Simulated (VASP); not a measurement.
# LiNbO3 (I4mm) in VASP: notebook

LiNbO3 is run at these levels: PBE; tasks: single point, relaxation of cell and atoms.

Program: VASP 6.6.1. These are calculated values, not measurements. Logs are shortened: lines on timing, memory, paths and dates and some standing lists are left out, and cuts for length are marked.

## (1) The cell of the first run

The structure is tetragonal, space group I4mm (No. 107). The conventional cell has a = 3.812 Å, b = 3.812 Å, c = 10.243 Å, α = 90.00°, β = 90.00°, γ = 90.00°. Li (site symmetry 4mm) has 5 O at 1.90 to 2.10 Å within 2.5 Å. Within 2.3 Å of Nb (site symmetry 4mm) lie 5 O at 1.75 to 2.00 Å. O (site symmetry 4mm) has 1 Nb at 1.75 Å and 1 Li at 1.90 Å within 2.3 Å. O (site symmetry 2mm) has 2 Nb at 2.00 Å and 2 Li at 2.10 Å and 4 O at 2.70 Å within 2.7 Å.

The cell was generated, and may not be a known phase.

## (2) Single point, PBE

The input, INCAR:

```
PREC     = Accurate       # precision mode
ENCUT    = 520            # plane-wave cutoff, eV
EDIFF    = 1E-7           # SCF threshold, eV
ISMEAR   = 0              # smearing method
SIGMA    = 0.02           # smearing width, eV
LREAL    = F              # projectors in reciprocal space
LASPH    = T              # aspherical terms in the spheres
NELM     = 60             # most SCF steps
ALGO     = Normal         # electronic algorithm
ISIF     = 2              # what is computed and relaxed
LWAVE    = F              # write WAVECAR
LCHARG   = F              # write CHGCAR
GGA      = PE             # functional
NBANDS   = 25             # bands
```

The input, KPOINTS:

```
regular mesh
0
Gamma
  10 10 10
```

The input, POSCAR:

```
LiNbO3
1.0
   -1.9058758076      1.9058758076      5.1214904433
    1.9058758076     -1.9058758076      5.1214904433
    1.9058758076      1.9058758076     -5.1214904433
Li Nb O
1 1 3
Direct
    0.9930821762      0.9930821762      0.0000000000
    0.3492428220      0.3492428220      0.0000000000
    0.1784785337      0.1784785337      0.0000000000
    0.9074035290      0.4074035290      0.5000000000
    0.4074035290      0.9074035290      0.5000000000
```

Potentials or basis: VASP PAW PBE potentials, release 64 (Li_sv, Nb_sv, O).

Command:

```sh
$ cat potpaw_PBE.64/Li_sv/POTCAR potpaw_PBE.64/Nb_sv/POTCAR potpaw_PBE.64/O/POTCAR > POTCAR
$ mpirun -np 1 vasp_std > vasp.out
```

OUTCAR:

```text
PREC = Accurate
   ENCUT = 520
   EDIFF = 1E-7
   ISMEAR = 0
   LREAL = F
   LASPH = T
   NELM = 60
   ISIF = 2
   GGA = PE

 ion  position               nearest neighbor table
   1  0.993  0.993  0.000-   3 1.90   4 2.10   5 2.10   4 2.10   5 2.10
   2  0.349  0.349  0.000-   3 1.75   4 2.00   5 2.00   5 2.00   4 2.00
   3  0.178  0.178  0.000-   2 1.75   1 1.90
   4  0.907  0.407  0.500-   2 2.00   2 2.00   1 2.10   1 2.10
   5  0.407  0.907  0.500-   2 2.00   2 2.00   1 2.10   1 2.10

  LATTYP: Found a body centered tetragonal cell.
 ALAT       =     3.8117516152
 C/A-ratio  =     2.6872110045

  Lattice vectors:

 A1 = (  -1.9058758076,   1.9058758076,   5.1214904433)
 A2 = (   1.9058758076,  -1.9058758076,   5.1214904433)
 A3 = (   1.9058758076,   1.9058758076,  -5.1214904433)

Analysis of symmetry for initial positions (statically):
=====================================================================
 Subroutine PRICEL returns:
 Original cell was already a primitive cell.

 Routine SETGRP: Setting up the symmetry group for a
 body centered tetragonal supercell.

 Subroutine GETGRP returns: Found  8 space group operations
 (whereof  8 operations were pure point group operations)
 out of a pool of 16 trial point group operations.

The static configuration has the point symmetry C_4v.

Analysis of symmetry for dynamics (positions and initial velocities):
=====================================================================
 Subroutine PRICEL returns:
 Original cell was already a primitive cell.

 Routine SETGRP: Setting up the symmetry group for a
 body centered tetragonal supercell.

 Subroutine GETGRP returns: Found  8 space group operations
 (whereof  8 operations were pure point group operations)
 out of a pool of 16 trial point group operations.

The dynamic configuration has the point symmetry C_4v.

 Subroutine INISYM returns: Found  8 space group operations
 (whereof  8 operations are pure point group operations),
 and found     1 'primitive' translations

----------------------------------------------------------------------------------------

                                     Primitive cell

  volume of cell :      74.4124

  direct lattice vectors                    reciprocal lattice vectors
    -1.905875808  1.905875808  5.121490443     0.000000000  0.262346580  0.097627830
     1.905875808 -1.905875808  5.121490443     0.262346580  0.000000000  0.097627830
     1.905875808  1.905875808 -5.121490443     0.262346580  0.262346580  0.000000000

  length of vectors
     5.787433762  5.787433762  5.787433762     0.279923063  0.279923063  0.371014091

  position of ions in fractional coordinates (direct lattice)
     0.993082176  0.993082176  0.000000000
     0.349242822  0.349242822  0.000000000
     0.178478534  0.178478534  0.000000000
     0.907403529  0.407403529  0.500000000
     0.407403529  0.907403529  0.500000000

  ion indices of the primitive-cell ions
   primitive index   ion index
                 1           1
                 2           2
                 3           3
                 4           4
                 5           5

----------------------------------------------------------------------------------------

 KPOINTS: regular mesh

Automatic generation of k-mesh.
 Grid dimensions read from file:
 generate k-points for:   10   10   10

 Generating k-lattice:

  Cartesian coordinates                     Fractional coordinates (reciprocal lattice)
     0.000000000  0.026234658  0.009762783     0.100000000 -0.000000000  0.000000000
     0.026234658  0.000000000  0.009762783    -0.000000000  0.100000000  0.000000000
     0.026234658  0.026234658  0.000000000     0.000000000  0.000000000  0.100000000

  Length of vectors
     0.027992306  0.027992306  0.037101409

  Shift w.r.t. Gamma in fractional coordinates (k-lattice)
     0.000000000  0.000000000  0.000000000

 Subroutine IBZKPT returns following result:
 ===========================================

 Found    102 irreducible k-points:

 Following reciprocal coordinates:
            Coordinates               Weight
  0.000000  0.000000  0.000000      1.000000
  0.100000 -0.000000  0.000000      8.000000
  0.200000 -0.000000  0.000000      8.000000
  0.300000  0.000000 -0.000000      8.000000
  0.400000  0.000000 -0.000000      8.000000
  0.500000 -0.000000  0.000000      4.000000
[... 16 lines left out ...]
  0.300000  0.300000  0.000000      8.000000
  0.400000  0.300000 -0.000000     16.000000
 [... further k-points ...]
   k-points           NKPTS =    102   k-points in BZ     NKDIM =    102   number of bands    NBANDS=     25
   number of dos      NEDOS =    301   number of ions     NIONS =      5
   total plane-waves  NPLWV = 110592
   dimension x,y,z NGX =    48 NGY =   48 NGZ =   48
   dimension x,y,z NGXF=    96 NGYF=   96 NGZF=   96
   ions per type =               1   1   3
   NGX,Y,Z   is equivalent  to a cutoff of  13.79, 13.79, 13.79 a.u.
   NGXF,Y,Z  is equivalent  to a cutoff of  27.58, 27.58, 27.58 a.u.
 SYSTEM =  unknown system
   PREC   = accura    normal or accurate (medium, high low for compatibility)
   ISTART =      0    job   : 0-new  1-cont  2-samecut
   ICHARG =      2    charge: 1-file 2-atom 10-const
   ISPIN  =      1    spin polarized calculation?
   LNONCOLLINEAR =      F non collinear calculations
   LSORBIT =      F    spin-orbit coupling
   LASPH  =      T    aspherical Exc in radial PAW
   ENCUT  =  520.0 eV  38.22 Ry    6.18 a.u.  10.76 10.76 10.76*2*pi/ulx,y,z
   NELM   =     60;   NELMIN=  2; NELMDL= -5     # of ELM steps
   EDIFF  = 0.1E-06   stopping-criterion for ELM
   LREAL  =      F    real-space projection
   EDIFFG = 0.1E-05   stopping-criterion for IOM
   NSW    =      0    number of steps for IOM
   IBRION =     -1    ionic relax: 0-MD 1-quasi-New 2-CG
   NFREE  =      0    steps in history (QN), initial steepest desc. (CG)
   ISIF   =      2    stress and relaxation
   ISYM   =      2    0-nonsym 1-usesym 2-fastsym
   POTIM  = 0.5000    time-step for ionic-motion
   TEBEG  =    0.0;   TEEND  =   0.0 temperature during run
   PSTRESS=    0.0 pullay stress
   NELECT =      34.0000    total number of electrons
   NUPDOWN=      -1.0000    fix difference up-down
   EMIN   =  10.00;   EMAX   =-10.00  energy-range for DOS
   EFERMI =   0.00;   METHOD = LEGACY
   ISMEAR =     0;   SIGMA  =   0.02  broadening in eV -4-tet -1-fermi 0-gaus
   EFERMI_NEDOS =   21; number of points for ismear=-14 and -15
   IALGO  =     38    algorithm
   IMIX   =      4    mixing-type and parameters
     AMIX     =   0.40;   BMIX     =  1.00
     AMIX_MAG =   1.60;   BMIX_MAG =  1.00
  volume/ion in A,a.u.               =      14.88       100.43
  Fermi-wavevector in a.u.,A,eV,Ry     =   1.260915  2.382785 21.632007  1.589908
  Thomas-Fermi vector in A             =   2.394401
   LORBIT       =      0    0 simple, 1 ext, 2 COOP (PROOUT), +10 PAW based schemes
   GGA     = PE    functional components
   LHFCALC =     F    Hartree Fock is set to
   AEXX    =    0.0000 exact exchange contribution
   IVDW    =     0    specifies the selected vdW correction
   LEPSILON=     F    determine dielectric tensor
   LRPA    =     F    only Hartree local field effects (RPA)
 non-spin polarized calculation
 Gauss-broadening in eV      SIGMA  =   0.02
  energy-cutoff  :      520.00
  volume of cell :       74.41
 maximum number of plane-waves:      2016
 NGX is ok and might be reduce to    48
   NGX = 21   NGY = 21   NGZ = 21

 number of electron      34.0000000 magnetization

 Free energy of the ion-electron system (eV)
  ---------------------------------------------------
  ext. energy  EPLUGINS =         0.00000000
  ---------------------------------------------------
  free energy    TOTEN  =       -39.94450952 eV

  energy without entropy =      -39.94450952  energy(sigma->0) =      -39.94450952

 E-fermi :   1.2471     XC(G=0):  -8.6526

 val. band max:        1.1582268719   @ k =   0.5000   0.5000   0.0000
 cond. band min:       3.1884873261   @ k =   0.0000   0.0000   0.0000
 fundamental gap:      2.0302604542
 Fermi energy:         1.2470980452

 k-point     1 :       0.0000    0.0000    0.0000
  band No.  band energies     occupation
      1     -53.5035      2.00000
      2     -41.7520      2.00000
      3     -29.9657      2.00000
      4     -29.5653      2.00000
      5     -29.5653      2.00000
      6     -16.1454      2.00000
[... 17 lines left out ...]
     24      11.8359      0.00000
     25      13.4271      0.00000

 k-point     2 :       0.1000   -0.0000    0.0000
  band No.  band energies     occupation
      1     -53.5031      2.00000
      2     -41.7519      2.00000
      3     -29.9648      2.00000
      4     -29.5831      2.00000
      5     -29.5647      2.00000
      6     -16.0980      2.00000
[... 17 lines left out ...]
     24      11.8518      0.00000
     25      13.4021      0.00000

 k-point     3 :       0.2000   -0.0000    0.0000
  band No.  band energies     occupation
      1     -53.5019      2.00000
      2     -41.7517      2.00000
      3     -29.9621      2.00000
      4     -29.6293      2.00000
      5     -29.5630      2.00000
      6     -15.9978      2.00000
[... 17 lines left out ...]
     24      11.8683      0.00000
     25      12.9170      0.00000

 k-point     4 :       0.3000    0.0000   -0.0000
  band No.  band energies     occupation
      1     -53.5005      2.00000
      2     -41.7515      2.00000
      3     -29.9583      2.00000
      4     -29.6859      2.00000
      5     -29.5610      2.00000
      6     -15.9199      2.00000
[... 17 lines left out ...]
     24      11.7718      0.00000
     25      12.2129      0.00000
[... 477 lines left out ...]
 k-point    22 :      -0.2000    0.2000    0.0000
  band No.  band energies     occupation
      1     -53.5004      2.00000
      2     -41.7514      2.00000
      3     -29.9583      2.00000
      4     -29.6273      2.00000
      5     -29.6265      2.00000
      6     -15.7797      2.00000
[... 17 lines left out ...]
     24      12.1180      0.00000
     25      12.9931      0.00000

 k-point    23 :       0.3000    0.3000    0.0000
  band No.  band energies     occupation
      1     -53.4975      2.00000
      2     -41.7509      2.00000
      3     -29.9508      2.00000
      4     -29.6819      2.00000
      5     -29.6807      2.00000
      6     -15.4228      2.00000
[... 17 lines left out ...]
     24      11.2477      0.00000
     25      12.2072      0.00000

 k-point    24 :       0.4000    0.3000   -0.0000
  band No.  band energies     occupation
      1     -53.4964      2.00000
      2     -41.7507      2.00000
      3     -29.9470      2.00000
      4     -29.7269      2.00000
      5     -29.6795      2.00000
      6     -15.3302      2.00000
[... 17 lines left out ...]
     24      11.0919      0.00000
     25      11.6825      0.00000

 [... further k-points ...]

------------------------ aborting loop because EDIFF is reached ----------------------------------------

  FORCE on cell =-STRESS in cart. coord.  units (eV):
  Direction    XX          YY          ZZ          XY          YZ          ZX
  --------------------------------------------------------------------------------------
  -------------------------------------------------------------------------------------
  Total       -0.1171057     -0.1171057      0.0444838      0.0000000      0.0000000      0.0000000
  in kB       -2.5214079     -2.5214079      0.9577818      0.0000000      0.0000000      0.0000000
  external PRESSURE =      -1.3616780 kB  Pullay stress =       0.0000000 kB

 VOLUME and BASIS-vectors are now :
 -----------------------------------------------------------------------------
  energy-cutoff  :      520.00
  volume of cell :       74.41
      direct lattice vectors                 reciprocal lattice vectors
    -1.905875808  1.905875808  5.121490443     0.000000000  0.262346580  0.097627830
     1.905875808 -1.905875808  5.121490443     0.262346580  0.000000000  0.097627830
     1.905875808  1.905875808 -5.121490443     0.262346580  0.262346580  0.000000000

 POSITION                                       TOTAL-FORCE (eV/Angst)
 -----------------------------------------------------------------------------------
      0.00000      0.00000     10.17212        -0.000000     -0.000000     -0.004103
      0.00000      0.00000      3.57729         0.000000      0.000000      0.105228
      0.00000      0.00000      1.82815        -0.000000     -0.000000     -0.067817
      0.00000      1.90588      4.17303         0.000000     -0.000000     -0.016654
      1.90588      0.00000      4.17303        -0.000000      0.000000     -0.016654
 -----------------------------------------------------------------------------------
    total drift:                                0.000000      0.000000     -0.000393

  FREE ENERGIE OF THE ION-ELECTRON SYSTEM (eV)
  ---------------------------------------------------
  free  energy   TOTEN  =       -39.9445095235 eV

  energy  without entropy=      -39.9445095235  energy(sigma->0) =      -39.94450952
```

Run time: 5.7 min. Hardware: 1 thread of Intel Xeon Platinum 8488C (Sapphire Rapids), shared host; peak memory 0.43 GiB.

Results:

```yaml
Free_energy: -39.9445 eV
Largest_force: 0.105 eV/Å
Band_gap_on_the_k_mesh: 2.03 eV (least direct gap 2.79 eV)
```

Forces in eV/Å, atoms in the order of the input:
```
Li   0.000  0.000 -0.004
Nb   0.000  0.000  0.105
O    0.000  0.000 -0.068
O    0.000  0.000 -0.017
O    0.000  0.000 -0.017
```

Levels at points of the mesh, in eV from the valence-band top:
| k point | band 13 | band 14 | band 15 | band 16 | band 17 | band 18 | band 19 | band 20 | band 21 | band 22 |
| --- | --- | --- | --- | --- | --- | --- | --- | --- | --- | --- |
| (0.00, 0.00, 0.00) | -2.02 | -1.64 | -1.64 | -0.86 | -0.86 | 2.03 | 4.80 | 5.69 | 5.69 | 6.64 |
| (0.50, 0.00, 0.00) | -3.00 | -2.10 | -1.89 | -1.20 | -1.14 | 3.99 | 4.44 | 5.64 | 5.71 | 7.29 |
| (0.50, 0.50, 0.00) | -2.87 | -2.76 | -1.54 | -0.98 | 0.00 | 4.39 | 4.56 | 4.59 | 5.04 | 8.58 |
| (0.50, 0.50, 0.50) | -1.86 | -1.86 | -1.73 | -0.76 | -0.76 | 2.03 | 5.62 | 5.62 | 6.28 | 6.59 |

Caveat: the cutoff is under 1.25 times the usual one of these potentials, so pressure, stress and relaxed cells hold a basis-set (Pulay) error. A k mesh can miss the band edges.

## (3) Single point, PBE

The input, INCAR:

```
SYSTEM = LiNbO3
PREC     = Accurate       ! precision mode
ENCUT    = 520            ! plane-wave cutoff, eV
EDIFF    = 1E-7           ! SCF threshold, eV
ISMEAR   = 0              ! smearing method
SIGMA    = 0.02           ! smearing width, eV
LREAL    = .False.        ! projectors in reciprocal space
LASPH    = .True.         ! aspherical terms in the spheres
NELM     = 80             ! most SCF steps
ALGO     = Normal         ! electronic algorithm
ISIF     = 2              ! what is computed and relaxed
LWAVE    = .False.        ! write WAVECAR
LCHARG   = .False.        ! write CHGCAR
GGA      = PE             ! functional
NBANDS   = 25             ! bands
```

The input, KPOINTS:

```
Automatic mesh
0
Gamma
  10 10 10
  0 0 0
```

POSCAR is that of step 2.

Potentials or basis: VASP PAW PBE potentials, release 64 (Li_sv, Nb_sv, O).

Command:

```sh
$ cat potpaw_PBE.64/Li_sv/POTCAR potpaw_PBE.64/Nb_sv/POTCAR potpaw_PBE.64/O/POTCAR > POTCAR
$ mpirun -np 1 vasp_std > vasp.out
```

It took 4.8 min on 1 thread of Intel Xeon Platinum 8488C (Sapphire Rapids), shared host; peak memory 0.43 GiB.

It converged, with:

```yaml
Free_energy: -39.9445 eV
Largest_force: 0.105 eV/Å
Band_gap_on_the_k_mesh: 2.03 eV (least direct gap 2.79 eV)
```

Forces in eV/Å, atoms in the order of the input:
```
Li   0.000  0.000 -0.004
Nb   0.000  0.000  0.105
O    0.000  0.000 -0.068
O    0.000  0.000 -0.017
O    0.000  0.000 -0.017
```

Levels at points of the mesh, in eV from the valence-band top:
```csv
k point,band 14,band 15,band 16,band 17,band 18,band 19,band 20,band 21
"(0.00, 0.00, 0.00)",-1.64,-1.64,-0.86,-0.86,2.03,4.80,5.69,5.69
"(0.50, 0.00, 0.00)",-2.10,-1.89,-1.20,-1.14,3.99,4.44,5.64,5.71
"(0.50, 0.50, 0.00)",-2.76,-1.54,-0.98,0.00,4.39,4.56,4.59,5.04
"(0.50, 0.50, 0.50)",-1.86,-1.73,-0.76,-0.76,2.03,5.62,5.62,6.28
```

Caveat: the cutoff is under 1.25 times the usual one of these potentials, so pressure, stress and relaxed cells hold a basis-set (Pulay) error.

[end of part 1 of 2]
